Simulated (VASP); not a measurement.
HfC, 2 atoms in the cell. The structure is cubic, space group Fm-3m (No. 225). The conventional cell has a = 4.698 Å, b = 4.698 Å, c = 4.698 Å, α = 90.00°, β = 90.00°, γ = 90.00°. Hf (site symmetry m-3m) has 6 C at 2.35 Å within 3.1 Å. Within 3.1 Å of C (site symmetry m-3m) lie 6 Hf at 2.35 Å.  This cell differs from its parent crystal: volume scaled by 1.03.

* Program: VASP 6.6.1
* Task: single point
* Functional: PBE
* Potentials or basis: VASP PAW PBE potentials, release 64 (Hf_pv, C)
* Cutoff: 520 eV
* k mesh: 16 × 16 × 16
* Occupations: gaussian, width 0.1 eV
* Spin: no spin polarisation
* Dipole correction: no
* Further INCAR settings: ALGO = Normal; EDIFF = 1e-06; NBANDS = 14

Potentials or basis: VASP PAW PBE potentials, release 64 (Hf_pv, C).

The run is started by

```sh
$ cat potpaw_PBE.64/Hf_pv/POTCAR potpaw_PBE.64/C/POTCAR > POTCAR
$ mpirun -np 1 vasp_std > vasp.out
```

Hardware: 1 thread of Intel(R) Xeon(R) Platinum 8259CL CPU @ 2.50GHz (Skylake/Cascade Lake) (shared host).

**Question.** Estimate the wall time of this run.

**Answer.** It took 70 s on 1 thread of Intel(R) Xeon(R) Platinum 8259CL CPU @ 2.50GHz (Skylake/Cascade Lake) (shared host), peak memory 0.2 GiB. Counts: scf iterations 12, k points 145.
